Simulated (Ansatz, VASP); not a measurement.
## One calculation of Ag, two programs

```
Ag
1.0
     1.49243    0.86166    7.29946
    -1.49243    0.86166    7.29946
     0.00000   -1.72331    7.29946
Ag
3
Direct
  0.22228 0.22228 0.22228
  0.77772 0.77772 0.77772
  0.00000 0.00000 0.00000
```

Alike in both runs: task single point; functional PBEsol; k mesh 10 × 10 × 10; occupations fermi-dirac, width 0.05 eV; no spin polarisation.

|  | VASP | Ansatz |
| --- | --- | --- |
| version | VASP 6.6.1 | Ansatz 0.2.0 |
| potentials or method | VASP PAW PBE potentials, release 64 (Ag) | Ansatz PAW |
| plane-wave cutoff (eV) | 520 | 420 |
| valence electrons in the cell | 33 | 57 |

Ansatz gave:

* gap on the k mesh at the Fermi level (eV): none
* pressure (GPa): -9.7
* traceless stress, the component that is largest in VASP (GPa): -0.35

**Question.** What did VASP give for the same quantities?

**Answer.** gap on the k mesh at the Fermi level (eV): none; pressure (GPa): -9.8; traceless stress, the component that is largest in VASP (GPa): -0.35.

VASP's potentials were made for PBE, not for PBEsol. A gap of «none» marks a metal or a gap that the smearing closes. The functional is the same, so the differences come from potentials, cutoffs and numerics. VASP's potentials hold 33 valence electrons a cell and Ansatz's 57, so a difference there can come from the potentials and not from the codes.
